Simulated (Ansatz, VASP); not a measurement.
**Two plane-wave programs on MgB2**

The input INCAR:

```
PREC = Accurate
ENCUT = 520
EDIFF = 1E-6
ISMEAR = -1
SIGMA = 0.05
LREAL = F
LASPH = T
NELM = 80
ALGO = Normal
ISIF = 2
LWAVE = F
LCHARG = F
GGA = PS
IVDW = 12
NBANDS = 11
```

File KPOINTS:

```
regular mesh
0
Gamma
  10 10 8
```

Contents of POSCAR:

```
MgB2
1.0
    3.1255967608      0.0000000000      0.0000000000
   -1.5627983804      2.7068461969      0.0000000000
    0.0000000000      0.0000000000      3.5693605797
Mg B
1 2
Direct
    0.0000000000      0.0000000000      0.0000000000
    0.6666666667      0.3333333333      0.5000000000
    0.3333333333      0.6666666667      0.5000000000
```

Contents of input.yaml:

```yaml
crystal:
  lattice:
    - [3.1255967608, 0.0, 0.0]
    - [-1.5627983804, 2.7068461969, 0.0]
    - [0.0, 0.0, 3.5693605797]
  atoms:
    - { symbol: Mg, position: [0.0, 0.0, 0.0] }
    - { symbol: B, position: [0.6666666667, 0.3333333333, 0.5] }
    - { symbol: B, position: [0.3333333333, 0.6666666667, 0.5] }
hamiltonian:
  xc: pbesol
  pseudopotentials: { kind: paw }
  dispersion: d3bj
kpoints:
  mp_grid: { grid: [10, 10, 8] }
scf:
  occupations: { method: fermi_dirac, width: 0.05 }
output:
  forces: true
  stress: true
  eigenvalues: true
  write_density: true
  write_potential: true
  elf: true
  volumetric_format: npy
```

Alike in both runs: task single point; functional PBEsol; dispersion D3(BJ); k mesh 10 × 10 × 8; occupations fermi-dirac, width 0.05 eV; no spin polarisation.

|  | VASP | Ansatz |
| --- | --- | --- |
| version | VASP 6.6.1 | Ansatz 0.2.0 |
| potentials or method | VASP PAW PBE potentials, release 64 (Mg, B) | Ansatz PAW |
| plane-wave cutoff (eV) | 520 | 420 |
| valence electrons in the cell | 8 | 16 |

|  | VASP | Ansatz | Ansatz less VASP |
| --- | --- | --- | --- |
| gap on the k mesh at the Fermi level (eV) | none | none | - |
| pressure (GPa) | -12.0 | -12.0 | +0.06 |
| traceless stress, the component that is largest in VASP (GPa) | 1.23 | 1.36 | +0.136 |

VASP's potentials were made for PBE, not for PBEsol. A gap of «none» marks a metal or a gap that the smearing closes. VASP's potentials hold 8 valence electrons a cell and Ansatz's 16, so a difference there can come from the potentials and not from the codes.
